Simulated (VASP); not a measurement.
# Si16N (a cell with a defect): single point with PBEsol

Si16N (a cell with a defect):

```
CELL_PARAMETERS angstrom
0.00000 5.43000 5.43000
5.43000 0.00000 5.43000
5.43000 5.43000 0.00000
ATOMIC_POSITIONS crystal
Si 0.01226 0.03084 0.00570
Si 0.13140 0.19335 0.12567
Si 0.12524 0.89994 0.47769
Si 0.20054 0.02373 0.66235
Si 0.87968 0.50546 0.13601
Si 0.12130 0.64566 0.18185
Si 0.98687 0.39816 0.60950
Si 0.08723 0.54789 0.75426
Si 0.50924 0.18180 0.83242
Si 0.64088 0.14611 0.05694
Si 0.56355 0.98229 0.43528
Si 0.67763 0.18682 0.47878
Si 0.49660 0.51476 0.02765
Si 0.57325 0.75021 0.07366
Si 0.43449 0.50775 0.53348
Si 0.59381 0.62836 0.68407
N 0.37349 0.77620 0.31887
```

| Property | Result |
| --- | --- |
| Program | VASP 6.6.1 |
| Task | single point |
| Functional | PBEsol |
| Potentials or basis | VASP PAW PBE potentials, release 64 (Si, N) |
| Cutoff | 520 eV |
| k mesh | 2 × 2 × 2 |
| Occupations | fermi-dirac, width 0.02 eV |
| Spin | collinear spin, ferromagnetic start |
| Starting moments | [0.0, 0.0, 0.0, 0.0, 0.0, 0.0, 0.0, 0.0, 0.0, 0.0, 0.0, 0.0, 0.0, 0.0, 0.0, 0.0, 1.0] μB |

| Property | Result |
| --- | --- |
| Pressure | -2.6 GPa |
| Largest force | 3.615 eV/Å |
| Net moment | 0.00 μB per cell |
| Valence electrons inside the program's atomic spheres | Si 1.63, 1.61, 1.58, 1.66, 1.56, 1.62, 1.65, 1.72, 1.64 (each value once); N 3.80 |

Forces in eV/Å, atoms in the order of the input:
```
Si   0.397  0.847 -0.239
Si  -1.764  0.410 -0.617
Si   0.723 -0.477  0.169
Si  -0.416 -1.168  0.462
Si   0.866  0.942  1.823
Si   0.211 -0.173 -1.731
Si   0.615 -0.733  1.349
Si   0.035 -1.280 -0.889
Si  -0.277  0.842 -2.323
Si   0.806  1.388  0.857
Si   0.410 -0.085 -0.472
Si  -0.374  0.436  0.514
Si   1.197  0.823 -1.159
Si   1.362 -1.433  0.249
Si   0.390 -0.504  2.026
Si  -3.180 -1.486  0.869
N   -1.001  1.652 -0.889
```

Stress tensor (GPa, compression positive):
```
-1.56  0.13 -2.19
 0.13 -1.03 -0.08
-2.19 -0.08 -5.26
```

Levels at points of the mesh, in eV from the Fermi level:
Spin up:
```tsv
k point	band 32	band 33	band 34	band 35	band 36	band 37
(0.00, 0.00, 0.00)	-0.44	-0.25	-0.03	0.14	0.38	0.51
(0.50, 0.00, 0.00)	-0.99	-0.86	-0.52	0.20	0.60	0.85
(0.00, 0.50, 0.00)	-0.78	-0.42	-0.20	-0.03	0.02	0.82
(0.00, 0.00, 0.50)	-0.88	-0.39	-0.26	0.22	0.70	0.74
(0.50, 0.50, 0.50)	-1.05	-0.77	-0.45	-0.21	0.51	0.72
(0.50, 0.50, 0.00)	-1.07	-0.93	-0.70	0.04	0.92	1.04
(0.00, 0.50, 0.50)	-0.74	-0.58	-0.35	-0.21	0.61	0.94
(0.50, 0.00, 0.50)	-0.96	-0.60	-0.47	-0.09	0.74	1.08
```
Spin down:
```csv
k point,band 31,band 32,band 33,band 34,band 35,band 36,band 37,band 38
"(0.00, 0.00, 0.00)",-0.47,-0.44,-0.25,-0.03,0.14,0.38,0.51,0.71
"(0.50, 0.00, 0.00)",-1.31,-0.99,-0.86,-0.52,0.20,0.60,0.85,1.05
"(0.00, 0.50, 0.00)",-1.23,-0.78,-0.42,-0.20,-0.03,0.02,0.82,1.21
"(0.00, 0.00, 0.50)",-1.03,-0.88,-0.39,-0.26,0.22,0.70,0.74,1.19
"(0.50, 0.50, 0.50)",-1.17,-1.05,-0.77,-0.45,-0.21,0.51,0.72,0.89
"(0.50, 0.50, 0.00)",-1.20,-1.07,-0.93,-0.70,0.04,0.92,1.04,1.59
"(0.00, 0.50, 0.50)",-0.97,-0.74,-0.58,-0.35,-0.21,0.61,0.94,1.19
"(0.50, 0.00, 0.50)",-1.06,-0.96,-0.60,-0.47,-0.09,0.74,1.08,1.28
```

Wall time 5.2 min on 1 thread of Intel(R) Xeon(R) 6975P-C (Granite Rapids) (shared host), peak memory 0.71 GiB.

Caveat: the k points lie up to 0.50 Å⁻¹ apart; the atoms stand as in a frame of molecular dynamics; the PAW data sets were made with another functional, which shifts forces and pressure a little.
